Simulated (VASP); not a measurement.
Input of a VASP 6.6.1 run:

The input INCAR:

```
SYSTEM = SiAs4
ALGO = Normal
EDIFF = 1E-6
ENCUT = 520
GGA = PE
ISIF = 2
ISMEAR = 0
LASPH = .True.
LCHARG = .False.
LREAL = .False.
LWAVE = .False.
NBANDS = 20
NELM = 80
PREC = Accurate
SIGMA = 0.1
```

Contents of KPOINTS:

```
k-points
0
Gamma
  12 12 4
  0 0 0
```

The input POSCAR:

```
SiAs4
1.0
    3.5029909468      0.0000000000      0.0000000000
   -1.7514954734      3.0336791492      0.0000000000
    0.0000000000      0.0000000000     10.3330645112
Si As
1 4
Direct
    0.0000000000      0.0000000000      0.0000000000
    0.3333333333      0.6666666667      0.8505244168
    0.3333333333      0.6666666667      0.4307511397
    0.6666666667      0.3333333333      0.1494755832
    0.6666666667      0.3333333333      0.5692488603
```

Potentials or basis: VASP PAW PBE potentials, release 64 (Si, As).

Launch:

```console
$ cat potpaw_PBE.64/Si/POTCAR potpaw_PBE.64/As/POTCAR > POTCAR
$ mpirun -np 1 vasp_std > vasp.out
```

(1) What does it give for the largest force?

(2) Estimate the pressure.

(3) Estimate the band gap on the k mesh.

Results:

(1) 0.089 eV/Å.

(2) 0.2 GPa.

(3) zero (bands 12 and 13 overlap by 2.08 eV).

Caveat: this functional lacks dispersion, which binds the layers, so the pressure and a relaxed spacing across them are unreliable.
